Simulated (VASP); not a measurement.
Crystal: CuAu.

```
CELL_PARAMETERS angstrom
2.81075 0.00000 0.00000
0.00000 2.81075 0.00000
0.00000 0.00000 3.68500
ATOMIC_POSITIONS crystal
Cu 0.50000 0.50000 0.50000
Au 0.00000 0.00000 0.00000
```

* Program: VASP 6.6.1
* Task: relaxation of cell and atoms
* Functional: PBE
* Potentials or basis: VASP PAW PBE potentials, release 64 (Cu, Au)
* Cutoff: 600 eV
* k mesh: 15 × 15 × 11
* Occupations: fermi-dirac, width 0.05 eV
* Spin: no spin polarisation

At the start: pressure 4.6 GPa; volume 14.56 Å³/atom.

**Question.** Where does the relaxation end?

**Answer.** Over 13 steps the energy falls by 7.6 meV/atom and the volume is 15.01 Å³/atom (+3.1 %); space group P4/mmm (No. 123, to 0.1 Å) before and after.

The path:
| step | energy change (eV) | largest force (eV/Å) | pressure (GPa) | volume (Å³) |
| --- | --- | --- | --- | --- |
| 1 | 0.0000 | 0.0000 | 4.61 | 29.11 |
| 2 | -0.0023 | 0.0000 | -3.75 | 30.91 |
| 3 | -0.0130 | 0.0000 | -0.03 | 30.04 |
| 4 | -0.0130 | 0.0000 | 0.07 | 30.02 |
| 5 | -0.0130 | 0.0000 | 0.04 | 30.02 |
| 6 | -0.0131 | 0.0000 | 0.00 | 30.02 |
| 7 | -0.0132 | 0.0000 | 0.19 | 30.02 |
| 8 | -0.0135 | 0.0000 | 0.02 | 30.02 |
| 9 | -0.0142 | 0.0000 | 0.01 | 30.01 |
| 10 | -0.0150 | 0.0000 | 0.07 | 29.97 |
| 11 | -0.0151 | 0.0000 | 0.13 | 29.99 |
| 12 | -0.0132 | 0.0000 | -1.69 | 30.37 |
| 13 | -0.0151 | 0.0000 | 0.00 | 30.01 |

Final structure:
```
CELL_PARAMETERS angstrom
2.90511 0.00000 0.00000
0.00000 2.90511 0.00000
0.00000 0.00000 3.55636
ATOMIC_POSITIONS crystal
Cu 0.50000 0.50000 0.50000
Au 0.00000 0.00000 0.00000
```
